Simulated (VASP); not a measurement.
## WC: single point with PBEsol

The system is WC.

```
W C
1.0
     3.13029    0.00000    0.00000
    -1.56514    2.71091    0.00000
     0.00000    0.00000    2.94072
W C
1 1
Direct
  0.00000 0.00000 0.00000
  0.66667 0.33333 0.50000
```

This cell differs from its parent crystal: strain +0.080 along x and y, +0.040 along z.

```yaml
Program: VASP 6.6.1
Task: single point
Functional: PBEsol
Potentials_or_basis: VASP PAW PBE potentials, release 64 (W_sv, C)
Cutoff: 520 eV
k_mesh: 24 × 24 × 22
Occupations: gaussian, width 0.15 eV
Spin: no spin polarisation
```

```yaml
Pressure: -50.4 GPa
Band_gap_on_the_k_mesh: zero (bands 9 and 10 overlap by 1.18 eV)
```

Stress tensor (GPa, compression positive):
```
-53.40   0.00   0.00
  0.00 -53.40   0.00
  0.00   0.00 -44.46
```

Levels at points of the mesh, in eV from the Fermi level:
```csv
k point,band 7,band 8,band 9,band 10,band 11,band 12
"(0.00, 0.00, 0.00)",-2.88,-2.88,0.44,2.50,2.50,4.77
"(0.50, 0.00, 0.00)",-2.83,-2.55,-0.59,1.91,3.31,3.40
"(0.00, 0.00, 0.50)",-1.89,-1.89,-0.41,-0.41,3.48,3.85
"(0.50, 0.00, 0.50)",-3.69,-3.65,0.14,3.16,4.14,5.03
```

Wall time 70 s on 1 thread of Intel(R) Xeon(R) 6975P-C (Granite Rapids), on a shared host, peak memory 0.37 GiB.

Caveat: the cell differs from its parent crystal (strain +0.080 along x and y, +0.040 along z); the stress differs along the axes, from -53 to -44 GPa; the PAW data sets were made with another functional, which shifts forces and pressure a little; spin-orbit coupling is left out, which moves the levels of the heavy elements.
